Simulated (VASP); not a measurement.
A run of VASP 6.6.1 is set up as follows.

File INCAR:

```
SYSTEM = CS3
PREC     = Accurate       ! precision mode
ENCUT    = 600            ! plane-wave cutoff, eV
EDIFF    = 1E-6           ! SCF threshold, eV
ISMEAR   = 0              ! smearing method
SIGMA    = 0.1            ! smearing width, eV
LREAL    = .FALSE.        ! projectors in reciprocal space
LASPH    = .TRUE.         ! aspherical terms in the spheres
NELM     = 60             ! most SCF steps
ALGO     = Normal         ! electronic algorithm
ISIF     = 3              ! what is computed and relaxed
LWAVE    = .FALSE.        ! write WAVECAR
LCHARG   = .FALSE.        ! write CHGCAR
GGA      = PE             ! functional
IVDW     = 12             ! dispersion correction
IBRION   = 2              ! ionic algorithm
NSW      = 90             ! ionic steps
EDIFFG   = -0.04          ! ionic threshold
```

Contents of KPOINTS:

```
Automatic mesh
0
G
  6 6 6
  0 0 0
```

The input POSCAR:

```
CS3
1.0
   -2.3670688458      2.3670688458      2.3670688458
    2.3670688458     -2.3670688458      2.3670688458
    2.3670688458      2.3670688458     -2.3670688458
C S
1 3
Direct
    0.0000000000      0.0000000000      0.0000000000
    0.0000000000      0.5000000000      0.5000000000
    0.5000000000      0.0000000000      0.5000000000
    0.5000000000      0.5000000000      0.0000000000
```

Potentials or basis: VASP PAW PBE potentials, release 64 (C, S).

Launch:

```sh
$ cat potpaw_PBE.64/C/POTCAR potpaw_PBE.64/S/POTCAR > POTCAR
$ mpirun -np 1 vasp_std > vasp.out
```

Q: Estimate the band gap on the k mesh.

A: Zero (band 11 reaches 13.13 eV, above the bottom of band 12 at 7.69 eV).

Q: What does it give for the dispersion energy per atom?

A: -0.352 eV.

Final structure:
```
C S
1.0
    -2.37186    2.37186    2.37186
     2.37186   -2.37186    2.37186
     2.37186    2.37186   -2.37186
C S
1 3
Cartesian
  0.0000 0.0000 4.7437
  2.3719 0.0000 0.0000
  2.3719 0.0000 2.3719
  0.0000 0.0000 2.3719
```
